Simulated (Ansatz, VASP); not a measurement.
# Be16CO: VASP beside Ansatz

Contents of INCAR:

```
SYSTEM = Be16CO
PREC = Accurate
ENCUT = 1000
EDIFF = 1E-6
ISMEAR = 0
SIGMA = 0.1
LREAL = Auto
LASPH = .TRUE.
NELM = 120
ALGO = Normal
ISIF = 2
LWAVE = .FALSE.
LCHARG = .FALSE.
LDIPOL = .TRUE.
IDIPOL = 3
DIPOL = 0.5 0.5 0.310
GGA = PE
NBANDS = 36
GGA_COMPAT = .FALSE.
NELMDL = -8
```

Contents of KPOINTS:

```
Automatic mesh
0
G
  6 6 1
  0 0 0
```

POSCAR

```
Be16CO
1.0
    4.5254381410      0.0000000000      0.0000000000
   -2.2627190705      3.9191443934      0.0000000000
    0.0000000000      0.0000000000     23.4761687145
Be C O
16 1 1
Direct
    0.3333333333      0.1666666667      0.1703855535
    0.3333333333      0.6666666667      0.1703855535
    0.8333333333      0.1666666667      0.1703855535
    0.8333333333      0.6666666667      0.1703855535
    0.1666666667      0.3333333333      0.2463521558
    0.1666666667      0.8333333333      0.2463521558
    0.6666666667      0.3333333333      0.2463521558
    0.6666666667      0.8333333333      0.2463521558
    0.3333333333      0.1666666667      0.3241941575
    0.3333333333      0.6666666667      0.3241941575
    0.8333333333      0.1666666667      0.3241941575
    0.8333333333      0.6666666667      0.3241941575
    0.1666666667      0.3333333333      0.4036505628
    0.1666666667      0.8333333333      0.4036505628
    0.6666666667      0.3333333333      0.4036505628
    0.6666666667      0.8333333333      0.4036505628
    0.1666666667      0.3333333333      0.4735086397
    0.1666666667      0.3333333333      0.5229204503
```

Input for Ansatz:

```yaml
crystal:
  lattice:
    - [4.525438141, 0.0, 0.0]
    - [-2.2627190705, 3.9191443934, 0.0]
    - [0.0, 0.0, 23.4761687145]
  atoms:
    - { symbol: Be, position: [0.3333333333, 0.1666666667, 0.1703855535] }
    - { symbol: Be, position: [0.3333333333, 0.6666666667, 0.1703855535] }
    - { symbol: Be, position: [0.8333333333, 0.1666666667, 0.1703855535] }
    - { symbol: Be, position: [0.8333333333, 0.6666666667, 0.1703855535] }
    - { symbol: Be, position: [0.1666666667, 0.3333333333, 0.2463521558] }
    - { symbol: Be, position: [0.1666666667, 0.8333333333, 0.2463521558] }
    - { symbol: Be, position: [0.6666666667, 0.3333333333, 0.2463521558] }
    - { symbol: Be, position: [0.6666666667, 0.8333333333, 0.2463521558] }
    - { symbol: Be, position: [0.3333333333, 0.1666666667, 0.3241941575] }
    - { symbol: Be, position: [0.3333333333, 0.6666666667, 0.3241941575] }
    - { symbol: Be, position: [0.8333333333, 0.1666666667, 0.3241941575] }
    - { symbol: Be, position: [0.8333333333, 0.6666666667, 0.3241941575] }
    - { symbol: Be, position: [0.1666666667, 0.3333333333, 0.4036505628] }
    - { symbol: Be, position: [0.1666666667, 0.8333333333, 0.4036505628] }
    - { symbol: Be, position: [0.6666666667, 0.3333333333, 0.4036505628] }
    - { symbol: Be, position: [0.6666666667, 0.8333333333, 0.4036505628] }
    - { symbol: C, position: [0.1666666667, 0.3333333333, 0.4735086397] }
    - { symbol: O, position: [0.1666666667, 0.3333333333, 0.5229204503] }
basis:
  ecutwfc: 420
kpoints:
  mp_grid: { grid: [6, 6, 1] }
hamiltonian:
  xc: pbe
scf:
  occupations: { method: gaussian, width: 0.1 }
output:
  forces: true
  eigenvalues: true
efield:
  axis: 3
  dipole_correction: true
  ramp_width: 0.04
```

Alike in both runs: task single point; functional PBE; k mesh 6 × 6 × 1; occupations gaussian, width 0.1 eV; no spin polarisation.

|  | VASP | Ansatz |
| --- | --- | --- |
| version | VASP 6.6.1 | Ansatz 0.2.0 |
| potentials or method | VASP PAW PBE potentials, release 64 (Be, C_h, O_h), cutoff 1000 eV | scalar-relativistic, plane waves, PAW |
| valence electrons in the cell | 42 | 42 |

|  | VASP | Ansatz | Ansatz less VASP |
| --- | --- | --- | --- |
| gap on the k mesh at the Fermi level (eV) | none | none | - |
| rms of the force components (eV/Å) | 0.152 | 0.156 | +0.0040 |

Atom by atom the forces differ by 0.010 eV/Å (rms over components). A gap of «none» marks a metal or a gap that the smearing closes.
